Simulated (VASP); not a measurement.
Set up this calculation in VASP 6.6.1, as the native input.

```
Task                   : single point
Functional             : PBEsol
Potentials or basis    : VASP PAW PBE potentials, release 64 (Rb_sv)
Cutoff                 : 520 eV
k mesh                 : 10 × 10 × 10
Occupations            : gaussian, width 0.1 eV
Spin                   : no spin polarisation
Dipole correction      : no
Further INCAR settings : ALGO = Normal; EDIFF = 1e-06; NBANDS = 10
```

The structure of Rb lies in POSCAR:

```
Rb
1.0
   -2.7824059495      2.7824059495      2.7824059495
    2.7824059495     -2.7824059495      2.7824059495
    2.7824059495      2.7824059495     -2.7824059495
Rb
1
Direct
    0.0000000000      0.0000000000      0.0000000000
```

One way to write it, as run:

INCAR

```
PREC = Accurate
ENCUT = 520
EDIFF = 1E-6
ISMEAR = 0
SIGMA = 0.1
LREAL = False
LASPH = True
NELM = 100
ALGO = Normal
ISIF = 2
LWAVE = False
LCHARG = False
GGA = PS
NBANDS = 10
```

KPOINTS

```
regular mesh
0
Gamma
  10 10 10
```

Potentials or basis: VASP PAW PBE potentials, release 64 (Rb_sv).

Launch:

```bash
$ cat potpaw_PBE.64/Rb_sv/POTCAR > POTCAR
$ mpirun -np 1 vasp_std > vasp.out
```

Results of the run:

| Property | Result |
| --- | --- |
| Pressure | 0.0 GPa |

Caveat: the PAW data sets were made with another functional, which shifts forces and pressure a little.

Run time: 16 s on 1 thread of Intel(R) Xeon(R) Platinum 8488C (Sapphire Rapids), with other jobs on the host, peak memory 0.21 GiB.
